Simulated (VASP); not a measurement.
# AlCo (P4/mmm) in VASP: notebook

The runs below take AlCo through single point, with PBE.

Everything below comes from runs of VASP 6.6.1. Logs are shortened: lines on timing, memory, paths and dates and some standing lists are left out, and cuts for length are marked.

## (1) The cell of the first run

Symmetry: P4/mmm, No. 123, tetragonal system. Conventional cell: a = 2.834 Å, b = 2.834 Å, c = 2.909 Å, α = 90.00°, β = 90.00°, γ = 90.00°. Within 3.3 Å of Al (site symmetry 4/mmm) lie 8 Co at 2.48 Å and 6 Al at 2.83 to 2.91 Å. Co (site symmetry 4/mmm) has 8 Al at 2.48 Å and 6 Co at 2.83 to 2.91 Å within 3.3 Å.

## (2) Single point, PBE (uniaxial strain along a: +2.0 %, then relaxed in part)

INCAR reads:

```
SYSTEM = AlCo
PREC     = Accurate       ! precision mode
ENCUT    = 520            ! plane-wave cutoff, eV
EDIFF    = 1E-7           ! SCF threshold, eV
ISMEAR   = 0              ! smearing method
SIGMA    = 0.1            ! smearing width, eV
LREAL    = .FALSE.        ! projectors in reciprocal space
LASPH    = .TRUE.         ! aspherical terms in the spheres
NELM     = 60             ! most SCF steps
ALGO     = Fast           ! electronic algorithm
ISIF     = 2              ! what is computed and relaxed
LWAVE    = .FALSE.        ! write WAVECAR
LCHARG   = .FALSE.        ! write CHGCAR
GGA      = PE             ! functional
NBANDS   = 13             ! bands
```

KPOINTS reads:

```
Automatic mesh
0
G
  18 18 18
  0 0 0
```

POSCAR reads:

```
AlCo
1.0
    2.9089404576      0.0000000000      0.0000000000
    0.0000000000      2.8343873071      0.0000000000
    0.0000000000      0.0000000000      2.8343873071
Al Co
1 1
Direct
    0.0000000000      0.0000000000      0.0000000000
    0.5000000000      0.5000000000      0.5000000000
```

Potentials or basis: VASP PAW PBE potentials, release 64 (Al, Co).

Launch:

```sh
cat potpaw_PBE.64/Al/POTCAR potpaw_PBE.64/Co/POTCAR > POTCAR
mpirun -np 1 vasp_std > vasp.out
```

OUTCAR:

```text
SYSTEM = AlCo
   PREC = Accurate
   ENCUT = 520
   EDIFF = 1E-7
   ISMEAR = 0
   LREAL = .FALSE.
   LASPH = .TRUE.
   NELM = 60
   ISIF = 2
   GGA = PE

 ion  position               nearest neighbor table
   1  0.000  0.000  0.000-   2 2.48   2 2.48   2 2.48   2 2.48   2 2.48   2 2.48   2 2.48   2 2.48

   2  0.500  0.500  0.500-   1 2.48   1 2.48   1 2.48   1 2.48   1 2.48   1 2.48   1 2.48   1 2.48

  LATTYP: Found a simple tetragonal cell.
 ALAT       =     2.8343873071
 C/A-ratio  =     1.0263030921

  Lattice vectors:

 A1 = (   0.0000000000,   2.8343873071,   0.0000000000)
 A2 = (   0.0000000000,   0.0000000000,   2.8343873071)
 A3 = (   2.9089404576,   0.0000000000,   0.0000000000)

Analysis of symmetry for initial positions (statically):
=====================================================================
 Subroutine PRICEL returns:
 Original cell was already a primitive cell.

 Routine SETGRP: Setting up the symmetry group for a
 simple tetragonal supercell.

 Subroutine GETGRP returns: Found 16 space group operations
 (whereof 16 operations were pure point group operations)
 out of a pool of 16 trial point group operations.

The static configuration has the point symmetry D_4h.

Analysis of symmetry for dynamics (positions and initial velocities):
=====================================================================
 Subroutine PRICEL returns:
 Original cell was already a primitive cell.

 Routine SETGRP: Setting up the symmetry group for a
 simple tetragonal supercell.

 Subroutine GETGRP returns: Found 16 space group operations
 (whereof 16 operations were pure point group operations)
 out of a pool of 16 trial point group operations.

The dynamic configuration has the point symmetry D_4h.

 Subroutine INISYM returns: Found 16 space group operations
 (whereof 16 operations are pure point group operations),
 and found     1 'primitive' translations

----------------------------------------------------------------------------------------

                                     Primitive cell

  volume of cell :      23.3697

  direct lattice vectors                    reciprocal lattice vectors
     2.908940458  0.000000000  0.000000000     0.343767779  0.000000000  0.000000000
     0.000000000  2.834387307  0.000000000     0.000000000  0.352809934  0.000000000
     0.000000000  0.000000000  2.834387307     0.000000000  0.000000000  0.352809934

  length of vectors
     2.908940458  2.834387307  2.834387307     0.343767779  0.352809934  0.352809934

  position of ions in fractional coordinates (direct lattice)
     0.000000000  0.000000000  0.000000000
     0.500000000  0.500000000  0.500000000
[... 85 lines left out ...]
   POTIM  = 0.5000    time-step for ionic-motion
   TEBEG  =    0.0;   TEEND  =   0.0 temperature during run
   PSTRESS=    0.0 pullay stress
   NELECT =      12.0000    total number of electrons
   NUPDOWN=      -1.0000    fix difference up-down
   EMIN   =  10.00;   EMAX   =-10.00  energy-range for DOS
   EFERMI =   0.00;   METHOD = LEGACY
   ISMEAR =     0;   SIGMA  =   0.10  broadening in eV -4-tet -1-fermi 0-gaus
   EFERMI_NEDOS =   21; number of points for ismear=-14 and -15
   IALGO  =     68    algorithm
   IMIX   =      4    mixing-type and parameters
     AMIX     =   0.40;   BMIX     =  1.00
     AMIX_MAG =   1.60;   BMIX_MAG =  1.00
  volume/ion in A,a.u.               =      11.68        78.85
  Fermi-wavevector in a.u.,A,eV,Ry     =   1.310944  2.477325 23.382625  1.718574
  Thomas-Fermi vector in A             =   2.441440
   LORBIT       =      0    0 simple, 1 ext, 2 COOP (PROOUT), +10 PAW based schemes
   GGA     = PE    functional components
   LHFCALC =     F    Hartree Fock is set to
   AEXX    =    0.0000 exact exchange contribution
   IVDW    =     0    specifies the selected vdW correction
   LEPSILON=     F    determine dielectric tensor
   LRPA    =     F    only Hartree local field effects (RPA)
 non-spin polarized calculation
 RMM-DIIS sequential band-by-band and
 Gauss-broadening in eV      SIGMA  =   0.10
  energy-cutoff  :      520.00
  volume of cell :       23.37
 maximum number of plane-waves:       648
 NGX is ok and might be reduce to    24
   NGX = 11   NGY = 11   NGZ = 11

 number of electron      11.9999998 magnetization

 Free energy of the ion-electron system (eV)
  ---------------------------------------------------
  ext. energy  EPLUGINS =         0.00000000
  ---------------------------------------------------
  free energy    TOTEN  =       -11.98489974 eV

  energy without entropy =      -11.98016759  energy(sigma->0) =      -11.98253366

 E-fermi :  10.4203     XC(G=0): -12.2192

 val. band max:       10.4176992926   @ k =   0.1667   0.5000   0.4444
 cond. band min:      10.4221364191   @ k =   0.0000   0.5000   0.3889
 fundamental gap:      0.0044371266
 Fermi energy:        10.4202930492

 k-point     1 :       0.0000    0.0000    0.0000
  band No.  band energies     occupation
      1      -0.5631      2.00000
      2       7.5067      2.00000
      3       7.5516      2.00000
      4       9.5861      2.00000
      5       9.5861      2.00000
      6       9.6773      2.00000
      7      15.7498      0.00000
      8      16.6807      0.00000
      9      16.6807      0.00000
     10      19.0239      0.00000
     11      19.2317      0.00000
     12      25.4451      0.00000
     13      31.7659      0.00000
[... 354 lines left out ...]
  band No.  band energies     occupation
      1       0.1711      2.00000
      2       7.4323      2.00000
      3       7.6740      2.00000
      4       9.1971      2.00000
      5       9.3775      2.00000
      6       9.5919      2.00000
      7      13.2639      0.00000
      8      15.4581      0.00000
      9      17.6602      0.00000
     10      20.1439      0.00000
     11      22.5420      0.00000
     12      26.4341      0.00000
     13      27.5008      0.00000

 [... further k-points ...]
[... 5 lines left out ...]
  --------------------------------------------------------------------------------------
  -------------------------------------------------------------------------------------
  Total       -0.5544430     -0.0179580     -0.0179580      0.0000000      0.0000000      0.0000000
  in kB      -38.0114367     -1.2311650     -1.2311650      0.0000000      0.0000000      0.0000000
  external PRESSURE =     -13.4912556 kB  Pullay stress =       0.0000000 kB

 VOLUME and BASIS-vectors are now :
 -----------------------------------------------------------------------------
  energy-cutoff  :      520.00
  volume of cell :       23.37
      direct lattice vectors                 reciprocal lattice vectors
     2.908940458  0.000000000  0.000000000     0.343767779  0.000000000  0.000000000
     0.000000000  2.834387307  0.000000000     0.000000000  0.352809934  0.000000000
     0.000000000  0.000000000  2.834387307     0.000000000  0.000000000  0.352809934

 POSITION                                       TOTAL-FORCE (eV/Angst)
 -----------------------------------------------------------------------------------
      0.00000      0.00000      0.00000         0.000000      0.000000      0.000000
      1.45447      1.41719      1.41719         0.000000      0.000000      0.000000
 -----------------------------------------------------------------------------------
    total drift:                                0.000000     -0.000000     -0.000000

  FREE ENERGIE OF THE ION-ELECTRON SYSTEM (eV)
  ---------------------------------------------------
  free  energy   TOTEN  =       -11.9848997381 eV

  energy  without entropy=      -11.9801675868  energy(sigma->0) =      -11.98253366
```

OSZICAR:

```text
N       E                     dE             d eps       ncg     rms          rms(c)
DAV:   1     0.361362131744E+02    0.36136E+02   -0.52239E+03 14502   0.969E+02
DAV:   2    -0.120339680918E+02   -0.48170E+02   -0.43832E+02 14970   0.171E+02
DAV:   3    -0.136237486458E+02   -0.15898E+01   -0.15787E+01 17439   0.360E+01
DAV:   4    -0.136479897978E+02   -0.24241E-01   -0.24234E-01 16882   0.403E+00
DAV:   5    -0.136488295714E+02   -0.83977E-03   -0.83976E-03 17892   0.813E-01    0.125E+01
RMM:   6    -0.165251922189E+02   -0.28764E+01   -0.16278E+01 16906   0.519E+01    0.188E+01
RMM:   7    -0.120089393007E+02    0.45163E+01   -0.49307E+00 15229   0.275E+01    0.254E+00
RMM:   8    -0.119952069757E+02    0.13732E-01   -0.35453E-02 15740   0.145E+00    0.108E+00
RMM:   9    -0.120037882534E+02   -0.85813E-02   -0.40994E-02 17003   0.174E+00    0.119E+00
RMM:  10    -0.119849358934E+02    0.18852E-01   -0.17739E-02 16675   0.179E+00    0.132E-01
RMM:  11    -0.119850502824E+02   -0.11439E-03   -0.78822E-04 18472   0.201E-01    0.126E-01
RMM:  12    -0.119848918941E+02    0.15839E-03   -0.34298E-04 19625   0.165E-01    0.189E-02
RMM:  13    -0.119849002823E+02   -0.83881E-05   -0.77247E-05 19698   0.652E-02    0.211E-02
RMM:  14    -0.119848990777E+02    0.12046E-05   -0.14460E-05 20478   0.314E-02    0.227E-03
RMM:  15    -0.119848997305E+02   -0.65276E-06   -0.43467E-06 19742   0.159E-02    0.512E-03
RMM:  16    -0.119848997277E+02    0.27904E-08   -0.10177E-06 19220   0.697E-03    0.107E-03
RMM:  17    -0.119848997381E+02   -0.10397E-07   -0.14180E-07 11700   0.275E-03
   1 F= -.11984900E+02 E0= -.11982534E+02  d E =-.473215E-02
```

stdout:

```text
POSCAR found type information on POSCAR AlCo
 POSCAR found :  2 types and       2 ions
 scaLAPACK will be used
 LDA part: xc-table for (Slater+PW92), standard interpolation
 POSCAR, INCAR and KPOINTS ok, starting setup
 FFT: planning ... GRIDC
 FFT: planning ... GRID_SOFT
 FFT: planning ... GRID
 WAVECAR not read
 entering main loop
WARNING in EDDRMM: call to ZHEGV failed, returncode =   8  4     12
WARNING in EDDRMM: call to ZHEGV failed, returncode =   8  4     13
WARNING in EDDRMM: call to ZHEGV failed, returncode =   8  4     12
WARNING in EDDRMM: call to ZHEGV failed, returncode =   8  4     13
WARNING in EDDRMM: call to ZHEGV failed, returncode =   8  4     13
WARNING in EDDRMM: call to ZHEGV failed, returncode =   8  4     13
WARNING in EDDRMM: call to ZHEGV failed, returncode =   8  4     13
```

Wall time 3.8 min (1 thread of AMD EPYC 9R45 (Zen 5), shared host); peak memory 0.26 GiB.

Results:

* Free energy: -11.9849 eV
* Pressure: -1.3 GPa
* Band gap on the k mesh: zero (band 6 reaches 12.78 eV, above the bottom of band 7 at 10.18 eV)

Caveat: the cell differs from its parent crystal (uniaxial strain along a: +2.0 %, then relaxed in part).

## (3) Single point, PBE (uniaxial strain along a: +2.0 %)

INCAR reads:

```
ALGO = Fast
EDIFF = 1E-7
ENCUT = 520
GGA = PE
ISIF = 2
ISMEAR = 0
LASPH = True
LCHARG = True
LELF = True
LREAL = False
LVHAR = True
LWAVE = False
NBANDS = 13
NELM = 60
PREC = Accurate
SIGMA = 0.1
```

KPOINTS reads:

```
k-points
0
Gamma
  18 18 18
```

POSCAR reads:

```
AlCo
1.0
    2.9089404576      0.0000000000      0.0000000000
    0.0000000000      2.8376428974      0.0000000000
    0.0000000000      0.0000000000      2.8376428974
Al Co
1 1
Direct
    0.0000000000      0.0000000000      0.0000000000
    0.5000000000      0.5000000000      0.5000000000
```

Potentials or basis: VASP PAW PBE potentials, release 64 (Al, Co).

Launch:

```sh
cat potpaw_PBE.64/Al/POTCAR potpaw_PBE.64/Co/POTCAR > POTCAR
mpirun -np 1 vasp_std > vasp.out
```

Wall time 3.1 min (1 thread of AMD EPYC 9R45 (Zen 5), shared host); peak memory 0.25 GiB.

It converged, with:

- Free energy: -11.9848 eV
- Pressure: -1.8 GPa
- Band gap on the k mesh: zero (band 6 reaches 12.75 eV, above the bottom of band 7 at 10.15 eV)

Stress tensor (GPa, compression positive):
```
-4.10  0.00  0.00
 0.00 -0.58  0.00
 0.00  0.00 -0.58
```

Levels at points of the mesh, in eV from the Fermi level:
```csv
k point,band 3,band 4,band 5,band 6,band 7,band 8,band 9,band 10
"(0.00, 0.00, 0.00)",-2.86,-0.83,-0.83,-0.75,5.34,6.23,6.23,8.60
"(0.50, 0.00, 0.00)",-2.33,-1.61,-1.61,-0.65,0.05,8.41,10.80,10.80
"(0.00, 0.50, 0.00)",-2.29,-1.78,-1.60,-0.71,0.27,8.39,10.05,10.87
"(0.50, 0.50, 0.00)",-2.76,-2.61,-1.42,-1.40,-0.24,2.34,3.33,12.85
"(0.00, 0.50, 0.50)",-2.52,-2.52,-1.54,-1.54,-0.16,2.57,3.55,12.24
"(0.50, 0.50, 0.50)",-3.85,-0.22,-0.13,2.36,2.45,2.45,4.03,5.18
```

Caveat: the cell differs from its parent crystal (uniaxial strain along a: +2.0 %). Spin polarisation is off, so any magnetic state and its effect on volume and gap are missing.

## (4) Single point, PBE (uniaxial strain along a: +3.0 %, then relaxed in part)

INCAR reads:

```
SYSTEM = AlCo
  PREC = Accurate
  ENCUT = 520
  EDIFF = 1E-7
  ISMEAR = 0
  SIGMA = 0.1
  LREAL = .False.
  LASPH = .True.
  NELM = 80
  ALGO = Fast
  ISIF = 2
  LWAVE = .False.
  LCHARG = .False.
  GGA = PE
  NBANDS = 13
```

KPOINTS reads:

```
Automatic mesh
0
Gamma
  18 18 18
  0 0 0
```

POSCAR reads:

```
AlCo
1.0
    2.9374594817      0.0000000000      0.0000000000
    0.0000000000      2.8250612263      0.0000000000
    0.0000000000      0.0000000000      2.8250612263
Al Co
1 1
Direct
    0.0000000000      0.0000000000      0.0000000000
    0.5000000000      0.5000000000      0.5000000000
```

Potentials or basis: VASP PAW PBE potentials, release 64 (Al, Co).

Launch:

```sh
cat potpaw_PBE.64/Al/POTCAR potpaw_PBE.64/Co/POTCAR > POTCAR
mpirun -np 1 vasp_std > vasp.out
```

OUTCAR:

```text
SYSTEM = AlCo
   PREC = Accurate
   ENCUT = 520
   EDIFF = 1E-7
   ISMEAR = 0
   LREAL = .False.
   LASPH = .True.
   NELM = 80
   ISIF = 2
   GGA = PE

 ion  position               nearest neighbor table
   1  0.000  0.000  0.000-   2 2.48   2 2.48   2 2.48   2 2.48   2 2.48   2 2.48   2 2.48   2 2.48

   2  0.500  0.500  0.500-   1 2.48   1 2.48   1 2.48   1 2.48   1 2.48   1 2.48   1 2.48   1 2.48

  LATTYP: Found a simple tetragonal cell.
 ALAT       =     2.8250612263
 C/A-ratio  =     1.0397861308

  Lattice vectors:

 A1 = (   0.0000000000,   2.8250612263,   0.0000000000)
 A2 = (   0.0000000000,   0.0000000000,   2.8250612263)
 A3 = (   2.9374594817,   0.0000000000,   0.0000000000)

Analysis of symmetry for initial positions (statically):
=====================================================================
 Subroutine PRICEL returns:
 Original cell was already a primitive cell.

 Routine SETGRP: Setting up the symmetry group for a
 simple tetragonal supercell.

 Subroutine GETGRP returns: Found 16 space group operations
 (whereof 16 operations were pure point group operations)
 out of a pool of 16 trial point group operations.

The static configuration has the point symmetry D_4h.

Analysis of symmetry for dynamics (positions and initial velocities):
[... 172 lines left out ...]
      3       7.5352      2.00000
      4       9.5409      2.00000
      5       9.5409      2.00000
      6       9.6720      2.00000
      7      15.3930      0.00000
      8      16.7818      0.00000
      9      16.7818      0.00000
     10      18.8906      0.00000
     11      19.2206      0.00000
     12      25.3773      0.00000
     13      31.5995      0.00000
[... 354 lines left out ...]
  band No.  band energies     occupation
      1       0.1412      2.00000
      2       7.3778      2.00000
      3       7.6543      2.00000
      4       9.1565      2.00000
      5       9.3467      2.00000
      6       9.5843      2.00000
      7      13.0452      0.00000
      8      15.4872      0.00000
      9      17.7449      0.00000
     10      20.1405      0.00000
     11      22.4003      0.00000
     12      26.3128      0.00000
     13      27.3444      0.00000

 [... further k-points ...]
[... 5 lines left out ...]
  --------------------------------------------------------------------------------------
  -------------------------------------------------------------------------------------
  Total       -0.7417649     -0.0181193     -0.0181193      0.0000000      0.0000000      0.0000000
  in kB      -50.6931471     -1.2382938     -1.2382938      0.0000000      0.0000000      0.0000000
  external PRESSURE =     -17.7232449 kB  Pullay stress =       0.0000000 kB

 VOLUME and BASIS-vectors are now :
 -----------------------------------------------------------------------------
  energy-cutoff  :      520.00
  volume of cell :       23.44
      direct lattice vectors                 reciprocal lattice vectors
     2.937459482  0.000000000  0.000000000     0.340430228  0.000000000  0.000000000
     0.000000000  2.825061226  0.000000000     0.000000000  0.353974629  0.000000000
     0.000000000  0.000000000  2.825061226     0.000000000  0.000000000  0.353974629

 POSITION                                       TOTAL-FORCE (eV/Angst)
 -----------------------------------------------------------------------------------
      0.00000      0.00000      0.00000         0.000000      0.000000      0.000000
      1.46873      1.41253      1.41253         0.000000      0.000000      0.000000
 -----------------------------------------------------------------------------------
    total drift:                                0.000000     -0.000000     -0.000000

  FREE ENERGIE OF THE ION-ELECTRON SYSTEM (eV)
  ---------------------------------------------------
  free  energy   TOTEN  =       -11.9786934383 eV

  energy  without entropy=      -11.9732327857  energy(sigma->0) =      -11.97596311
```

OSZICAR:

```text
N       E                     dE             d eps       ncg     rms          rms(c)
DAV:   1     0.369126030693E+02    0.36913E+02   -0.52361E+03 14396   0.969E+02
DAV:   2    -0.119879927559E+02   -0.48901E+02   -0.44593E+02 15040   0.172E+02
DAV:   3    -0.136128837545E+02   -0.16249E+01   -0.16124E+01 17437   0.365E+01
DAV:   4    -0.136375557068E+02   -0.24672E-01   -0.24664E-01 16755   0.405E+00
DAV:   5    -0.136383871594E+02   -0.83145E-03   -0.83143E-03 17873   0.811E-01    0.124E+01
RMM:   6    -0.165389727939E+02   -0.29006E+01   -0.16311E+01 16892   0.520E+01    0.188E+01
RMM:   7    -0.120019738805E+02    0.45370E+01   -0.49380E+00 15228   0.275E+01    0.253E+00
RMM:   8    -0.119891515809E+02    0.12822E-01   -0.36090E-02 15749   0.146E+00    0.108E+00
RMM:   9    -0.119982932530E+02   -0.91417E-02   -0.41900E-02 17012   0.176E+00    0.122E+00
RMM:  10    -0.119787399420E+02    0.19553E-01   -0.18240E-02 16673   0.182E+00    0.132E-01
RMM:  11    -0.119788455679E+02   -0.10563E-03   -0.78636E-04 18437   0.202E-01    0.128E-01
RMM:  12    -0.119786852688E+02    0.16030E-03   -0.33378E-04 19632   0.162E-01    0.193E-02
RMM:  13    -0.119786939907E+02   -0.87219E-05   -0.77147E-05 19665   0.636E-02    0.210E-02
RMM:  14    -0.119786927973E+02    0.11934E-05   -0.14555E-05 20484   0.319E-02    0.263E-03
RMM:  15    -0.119786934263E+02   -0.62898E-06   -0.42840E-06 19578   0.160E-02    0.524E-03
RMM:  16    -0.119786934258E+02    0.47419E-09   -0.10586E-06 19500   0.702E-03    0.105E-03
RMM:  17    -0.119786934383E+02   -0.12453E-07   -0.13323E-07 11793   0.266E-03
   1 F= -.11978693E+02 E0= -.11975963E+02  d E =-.546065E-02
```

Wall time 3.4 min (1 thread of AMD EPYC 9R45 (Zen 5), shared host); peak memory 0.25 GiB.

Results:

| Property | Result |
| --- | --- |
| Free energy | -11.9787 eV |
| Pressure | -1.8 GPa |
| Band gap on the k mesh | zero (band 6 reaches 12.71 eV, above the bottom of band 7 at 10.12 eV) |

Stress tensor (GPa, compression positive):
```
-5.07  0.00  0.00
 0.00 -0.12  0.00
 0.00  0.00 -0.12
```

Caveat: the cell differs from its parent crystal (uniaxial strain along a: +3.0 %, then relaxed in part). Spin polarisation is off, so any magnetic state and its effect on volume and gap are missing.

## (5) Summary

| cell | gap on the mesh (eV) | pressure (GPa) |
| --- | --- | --- |
| a = 2.909, b = 2.834, c = 2.834 Å, 2 atoms | none | -1.3 |
| a = 2.909, b = 2.838, c = 2.838 Å, 2 atoms | none | -1.8 |
| a = 2.937, b = 2.825, c = 2.825 Å, 2 atoms | none | -1.8 |

Alike in all rows: task single point; level PBE; potentials or basis VASP PAW PBE potentials, release 64 (Al, Co); no spin polarisation; k mesh 18 × 18 × 18; cutoff (eV) 520; smearing gaussian 0.1 eV.

Absolute energies hang on the potentials; compare differences alone.
